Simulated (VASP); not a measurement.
## Rb: single point with r2SCAN

Crystal: Rb.

```
CELL_PARAMETERS angstrom
-2.86772 2.86772 2.86772
2.86772 -2.86772 2.86772
2.86772 2.86772 -2.86772
ATOMIC_POSITIONS crystal
Rb 0.00000 0.00000 0.00000
```

```
Program             : VASP 6.6.1
Task                : single point
Functional          : r2SCAN
Potentials or basis : VASP PAW PBE potentials, release 64 (Rb_sv)
Cutoff              : 520 eV
k mesh              : 8 × 8 × 8
Occupations         : gaussian, width 0.03 eV
Spin                : no spin polarisation
```

```yaml
Pressure: 0.0 GPa
Band_gap_on_the_k_mesh: zero (an odd number of electrons rules out a gap without spin polarisation)
```

Levels at points of the mesh, in eV from the Fermi level:
```
           k point  band 1  band 2  band 3  band 4  band 5  band 6  band 7  band 8  band 9
(0.00, 0.00, 0.00)  -30.17  -13.67  -13.67  -13.67   -2.12    4.00    4.00    4.00    4.96
(0.50, 0.00, 0.00)  -30.17  -13.75  -13.69  -13.67    0.28    0.61    2.79    4.64    5.35
(0.50, 0.50, 0.50)  -30.17  -13.73  -13.73  -13.73    1.27    1.27    3.35    3.35    3.35
```

Wall time 60 s on 1 thread of Intel(R) Xeon(R) 6975P-C (Granite Rapids), with other jobs on the host, peak memory 0.25 GiB.

Caveat: the PAW data sets were made with another functional, which shifts forces and pressure a little.
